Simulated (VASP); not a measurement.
# LiMgB4 (P6/mmm) in VASP: a series of runs, part 2 of 2

VASP 6.6.1. Earlier steps stand in the parts before.

## (3) Relaxation of cell and atoms, PBE

This run uses another cell than the first one, of 7.19 Å³/atom.

Input file INCAR:

```
  PREC = Accurate
  ENCUT = 600
  EDIFF = 1E-7
  ISMEAR = 0
  SIGMA = 0.1
  LREAL = False
  LASPH = True
  NELM = 100
  ALGO = Normal
  ISIF = 3
  LWAVE = False
  LCHARG = False
  GGA = PE
  IBRION = 2
  NSW = 90
  EDIFFG = -0.04
```

Input file KPOINTS:

```
Automatic mesh
0
Gamma
  6 6 4
```

Input file POSCAR:

```
LiMgB4
1.0
    3.0517213100      0.0000000000      0.0000000000
   -1.5258606600      2.6428681800      0.0000000000
    0.0000000000      0.0000000000      5.3501639300
Li Mg B
1 1 4
Direct
    0.0000000000      0.0000000000      0.5000000000
    0.0000000000      0.0000000000      0.0000000000
    0.3333333300      0.6666666700      0.7056011800
    0.6666666700      0.3333333300      0.7056011800
    0.3333333300      0.6666666700      0.2943988200
    0.6666666700      0.3333333300      0.2943988200
```

Potentials or basis: VASP PAW PBE potentials, release 64 (Li_sv, Mg, B).

The run is started by

```sh
cat potpaw_PBE.64/Li_sv/POTCAR potpaw_PBE.64/Mg/POTCAR potpaw_PBE.64/B/POTCAR > POTCAR
mpirun -np 1 vasp_std > vasp.out
```

OUTCAR:

```text
PREC = Accurate
   ENCUT = 600
   EDIFF = 1E-7
   ISMEAR = 0
   LREAL = False
   LASPH = True
   NELM = 100
   ISIF = 3
   GGA = PE
   IBRION = 2
   NSW = 90
   EDIFFG = -0.04

 ion  position               nearest neighbor table
   1  0.000  0.000  0.500-   3 2.08   4 2.08   5 2.08   6 2.08   4 2.08   6 2.08   3 2.08   5 2.08
                             4 2.08   6 2.08   3 2.08   5 2.08   2 2.68   2 2.68
   2  0.000  0.000  0.000-   3 2.36   4 2.36   5 2.36   6 2.36   4 2.36   6 2.36   3 2.36   5 2.36
                             4 2.36   6 2.36   3 2.36   5 2.36   1 2.68   1 2.68
   3  0.333  0.667  0.706-   4 1.76   4 1.76   4 1.76   1 2.08   1 2.08   1 2.08   2 2.36   2 2.36
                             2 2.36
   4  0.667  0.333  0.706-   3 1.76   3 1.76   3 1.76   1 2.08   1 2.08   1 2.08   2 2.36   2 2.36
                             2 2.36
   5  0.333  0.667  0.294-   6 1.76   6 1.76   6 1.76   1 2.08   1 2.08   1 2.08   2 2.36   2 2.36
                             2 2.36
   6  0.667  0.333  0.294-   5 1.76   5 1.76   5 1.76   1 2.08   1 2.08   1 2.08   2 2.36   2 2.36
                             2 2.36

[... 389 lines left out ...]
--------------------------------------- Ionic step       15  -------------------------------------------

 number of electron      16.9999997 magnetization

 Free energy of the ion-electron system (eV)
  ---------------------------------------------------
  ext. energy  EPLUGINS =         0.00000000
  ---------------------------------------------------
  free energy    TOTEN  =       -30.60593702 eV

  energy without entropy =      -30.59324644  energy(sigma->0) =      -30.59959173

 E-fermi :   4.4095     XC(G=0): -10.5863

 val. band max:        4.3689262650   @ k =   0.1667   0.0000   0.2500
 cond. band min:       4.4435234313   @ k =   0.5000   0.0000   0.0000
 fundamental gap:      0.0745971663
 Fermi energy:         4.4095297980

 k-point     1 :       0.0000    0.0000    0.0000
  band No.  band energies     occupation
      1     -40.7111      2.00000
      2      -7.5845      2.00000
      3      -6.5721      2.00000
      4      -1.8399      2.00000
      5       1.7150      2.00000
      6       5.2770      0.00000
      7       5.2770      0.00000
      8       5.5618      0.00000
      9       5.5618      0.00000
     10       7.4348      0.00000
     11      11.5134      0.00000
     12      11.5134      0.00000
[... 331 lines left out ...]
  FREE ENERGIE OF THE ION-ELECTRON SYSTEM (eV)
  ---------------------------------------------------
  free  energy   TOTEN  =       -30.6059370153 eV

  energy  without entropy=      -30.5932464367  energy(sigma->0) =      -30.59959173

 reached required accuracy - stopping structural energy minimisation
```

OSZICAR:

```text
N       E                     dE             d eps       ncg     rms          rms(c)
DAV:   1     0.552706728398E+02    0.55271E+02   -0.85094E+03   504   0.147E+03
DAV:   2    -0.265643421750E+02   -0.81835E+02   -0.77039E+02   648   0.273E+02
DAV:   3    -0.320516251415E+02   -0.54873E+01   -0.54254E+01   900   0.562E+01
[... 154 lines left out ...]
DAV:   2    -0.306059831073E+02    0.15232E-03   -0.65434E-04   756   0.201E-01    0.572E-02
DAV:   3    -0.306059401197E+02    0.42988E-04   -0.86450E-05   560   0.628E-02    0.198E-02
DAV:   4    -0.306059371460E+02    0.29737E-05   -0.94705E-06   808   0.211E-02    0.481E-03
DAV:   5    -0.306059369866E+02    0.15938E-06   -0.55501E-07   628   0.780E-03    0.115E-03
DAV:   6    -0.306059370153E+02   -0.28693E-07   -0.12496E-07   392   0.292E-03
  15 F= -.30605937E+02 E0= -.30599592E+02  d E =-.230958E-02
```

CONTCAR:

```text
LiMgB4
   1.00000000000000
     3.0205907078557606    0.0000000001532099    0.0000000000000000
    -1.5102953587441916    2.6159082876143143    0.0000000000000000
     0.0000000000000000    0.0000000000000000    7.0632641763295743
  Li              Mg              B
     1     1     4
Direct
     0.0000000000000000    0.0000000000000000    0.5000000000000000
     0.0000000000000000    0.0000000000000000    0.0000000000000000
     0.3333333300000021    0.6666666699999979    0.7489327026882936
     0.6666666699999979    0.3333333300000021    0.7489327026882936
     0.3333333300000021    0.6666666699999979    0.2510672973117065
     0.6666666699999979    0.3333333300000021    0.2510672973117065

  0.00000000E+00  0.00000000E+00  0.00000000E+00
  0.00000000E+00  0.00000000E+00  0.00000000E+00
  0.00000000E+00  0.00000000E+00  0.00000000E+00
  0.00000000E+00  0.00000000E+00  0.00000000E+00
  0.00000000E+00  0.00000000E+00  0.00000000E+00
  0.00000000E+00  0.00000000E+00  0.00000000E+00
```

It took 2.3 min on 1 thread of AMD EPYC 7R13 (Zen 3), shared host; peak memory 0.15 GiB.

What came out:

```
Free energy                           : -30.6059 eV
Relaxed volume                        : 9.30 Å³/atom
Relaxed cell                          : a = 3.021 Å, b = 3.021 Å, c = 7.063 Å, α = 90.00°, β = 90.00°, γ = 120.00°
Space group after relaxing (to 0.1 Å) : P6/mmm (No. 191)
Energy gained by relaxing             : 199.3 meV/atom
Ionic steps                           : 15
Pressure after relaxing               : 0.0 GPa
Largest force after relaxing          : 0.024 eV/Å
Band gap on the k mesh                : zero (an odd number of electrons rules out a gap without spin polarisation)
```

Forces on the atoms (eV/Å):
```
Li   0.000  0.000  0.000
Mg   0.000  0.000  0.000
B    0.000  0.000 -0.024
B    0.000  0.000 -0.024
B    0.000  0.000  0.024
B    0.000  0.000  0.024
```

The path:
| step | energy change (eV) | largest force (eV/Å) | pressure (GPa) | volume (Å³) |
| --- | --- | --- | --- | --- |
| 1 | 0.0000 | 0.0935 | 24.99 | 43.15 |
| 2 | -0.4076 | 0.1455 | -4.65 | 50.54 |
| 3 | -0.4251 | 0.1311 | -0.46 | 49.12 |
| 4 | -0.5093 | 0.1703 | -0.22 | 49.71 |
| 5 | -0.5493 | 0.3775 | 0.69 | 50.10 |
| 6 | -0.6636 | 0.5554 | 1.47 | 50.83 |
| 7 | -0.8256 | 0.6846 | 3.63 | 52.06 |
| 8 | -0.9003 | 0.6742 | 0.74 | 53.68 |
| 9 | -0.9719 | 0.6026 | -4.51 | 57.16 |
| 10 | -1.0778 | 0.4425 | -2.62 | 56.81 |
| 11 | -1.1325 | 0.2165 | 0.23 | 56.37 |
| 12 | -1.1916 | 0.0444 | -1.09 | 56.37 |
| 13 | -1.1937 | 0.0022 | -1.34 | 56.36 |
| 14 | -1.1955 | 0.0352 | 0.57 | 55.57 |
| 15 | -1.1960 | 0.0235 | -0.02 | 55.81 |

Final structure:
```
CELL_PARAMETERS angstrom
3.02059 0.00000 0.00000
-1.51030 2.61591 0.00000
0.00000 0.00000 7.06326
ATOMIC_POSITIONS crystal
Li 0.00000 0.00000 0.50000
Mg 0.00000 0.00000 0.00000
B 0.33333 0.66667 0.74893
B 0.66667 0.33333 0.74893
B 0.33333 0.66667 0.25107
B 0.66667 0.33333 0.25107
```

Caveat: the k points lie up to 0.40 Å⁻¹ apart in the final cell, too coarse for converged energies and pressures of a metal; the cutoff is under 1.25 times the usual one of these potentials, so pressure, stress and relaxed cells hold a basis-set (Pulay) error; the volume moved by over 15 % at a fixed basis, so the end points are rough.

The gap in the log of VASP goes by the Fermi energy; the results here count the filled bands.